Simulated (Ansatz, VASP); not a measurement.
# One calculation of Y, two programs

File INCAR:

```
SYSTEM = Y
  ALGO = Normal
  EDIFF = 1E-6
  ENCUT = 520
  GGA = PE
  ISIF = 2
  ISMEAR = -1
  LASPH = .True.
  LCHARG = .True.
  LELF = .True.
  LREAL = .False.
  LVHAR = .True.
  LWAVE = .False.
  NBANDS = 12
  NELM = 80
  PREC = Accurate
  SIGMA = 0.05
```

Contents of KPOINTS:

```
k-points
0
Gamma
  14 14 13
  0 0 0
```

The input POSCAR:

```
Y
1.0
    2.8241768397      0.0000000000      0.0000000000
   -1.4120884199      2.4458088879      0.0000000000
    0.0000000000      0.0000000000      2.6814323229
Y
1
Direct
    0.0000000000      0.0000000000      0.0000000000
```

Input for Ansatz:

```yaml
crystal:
  lattice:
    - [2.8241768397, 0.0, 0.0]
    - [-1.4120884199, 2.4458088879, 0.0]
    - [0.0, 0.0, 2.6814323229]
  atoms:
    - { symbol: "Y", position: [0.0, 0.0, 0.0] }
kpoints:
  mp_grid: { grid: [14, 14, 13] }
scf:
  occupations: { method: fermi_dirac, width: 0.05 }
hamiltonian:
  xc: pbe
  pseudopotentials: { kind: all_electron, lapw: { basis_error: 0.001 } }
output:
  forces: true
  stress: true
  eigenvalues: true
  populations: true
```

Change from the starting cell: volume scaled by 0.55, LAPW.

Alike in both runs: task single point; functional PBE; k mesh 14 × 14 × 13; occupations fermi-dirac, width 0.05 eV; no spin polarisation.

```csv
,VASP,Ansatz
version,VASP 6.6.1,Ansatz 0.2.0
potentials or method,"VASP PAW PBE potentials, release 64 (Y_sv), cutoff 520 eV","all-electron LAPW, scalar-relativistic"
```

Ansatz gave:

| Quantity | Value |
| --- | --- |
| pressure (GPa) | 51.1 |
| traceless stress, the component that is largest in VASP (GPa) | 0.25 |

**Question.** What did VASP give for the same quantities?

**Answer.** Pressure (GPa): 50.9; traceless stress, the component that is largest in VASP (GPa): 0.43.

Both programs put the cell under a high pressure, so it lies far from rest at this level. Ansatz ran all-electron here, and VASP with PAW potentials.
